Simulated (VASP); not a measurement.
**ZrTi2C3: relaxation of cell and atoms with PBE**

Crystal: ZrTi2C3.

```
Zr Ti C
1.0
     3.16991    0.00000    0.00000
    -1.58495    2.74522    0.00000
     0.00000    0.00000    7.68888
Zr Ti C
1 2 3
Direct
  0.00000 0.00000 0.00000
  0.66667 0.33333 0.34058
  0.33333 0.66667 0.65942
  0.33333 0.66667 0.18186
  0.00000 0.00000 0.50000
  0.66667 0.33333 0.81814
```

| Quantity | Value |
| --- | --- |
| Program | VASP 6.6.1 |
| Task | relaxation of cell and atoms |
| Functional | PBE |
| Potentials or basis | VASP PAW PBE potentials, release 64 (Zr_sv, Ti_sv, C) |
| Cutoff | 600 eV |
| k mesh | 12 × 12 × 6 |
| Occupations | gaussian, width 0.1 eV |
| Spin | no spin polarisation |
| Dipole correction | no |
| Further INCAR settings | ALGO = Normal; EDIFF = 1e-07; IBRION = 2; EDIFFG = -0.01; NSW = 100; ISIF = 3 |

- Relaxed volume: 11.15 Å³/atom
- Relaxed cell: a = 3.165 Å, b = 3.165 Å, c = 7.712 Å, α = 90.00°, β = 90.00°, γ = 120.00°
- Space group after relaxing (to 0.1 Å): P-3m1 (No. 164)
- Energy gained by relaxing: 0.2 meV/atom
- Ionic steps: 4
- Pressure after relaxing: 0.0 GPa
- Largest force after relaxing: 0.006 eV/Å
- Band gap on the k mesh: zero (bands 24 and 25 overlap by 1.15 eV)

Forces on the atoms (eV/Å):
```
Zr   0.000  0.000  0.000
Ti   0.000  0.000  0.005
Ti   0.000  0.000 -0.005
C    0.000  0.000 -0.006
C    0.000  0.000  0.000
C    0.000  0.000  0.006
```

The path:
```tsv
step	energy change (eV)	largest force (eV/Å)	pressure (GPa)	volume (Å³)
1	0.0000	0.0549	0.01	66.91
2	-0.0010	0.0355	0.00	66.92
3	-0.0010	0.0266	0.00	66.92
4	-0.0010	0.0063	0.00	66.92
```

Final structure:
```cif
data_structure
_symmetry_space_group_name_H-M 'P 1'
_symmetry_Int_Tables_number 1
_cell_length_a 3.1653
_cell_length_b 3.1653
_cell_length_c 7.7124
_cell_angle_alpha 90.000
_cell_angle_beta 90.000
_cell_angle_gamma 120.000
_cell_volume 66.92
loop_
_atom_site_label
_atom_site_type_symbol
_atom_site_fract_x
_atom_site_fract_y
_atom_site_fract_z
_atom_site_occupancy
Zr1 Zr 0.00000 0.00000 0.00000 1
Ti1 Ti 0.66667 0.33333 0.34065 1
Ti2 Ti 0.33333 0.66667 0.65935 1
C1 C 0.33333 0.66667 0.18154 1
C2 C 0.00000 0.00000 0.50000 1
C3 C 0.66667 0.33333 0.81846 1
```

Levels at points of the mesh, in eV from the Fermi level:
```
           k point  band 20  band 21  band 22  band 23  band 24  band 25  band 26  band 27  band 28
(0.00, 0.00, 0.00)    -2.30    -2.30     0.71     0.71     0.78     1.34     1.34     1.42     1.89
(0.50, 0.00, 0.00)    -2.46    -2.38    -2.26    -1.68    -0.10     0.01     2.13     2.45     2.68
(0.00, 0.00, 0.50)    -1.31    -0.97    -0.97    -0.73    -0.73     1.07     1.07     1.66     1.66
(0.50, 0.00, 0.50)    -2.87    -2.56    -2.12    -1.25    -1.07     0.64     0.83     2.66     2.95
```

Run time: 4.8 min on 1 thread of Intel(R) Xeon(R) 6975P-C (Granite Rapids) (shared host), peak memory 0.39 GiB.
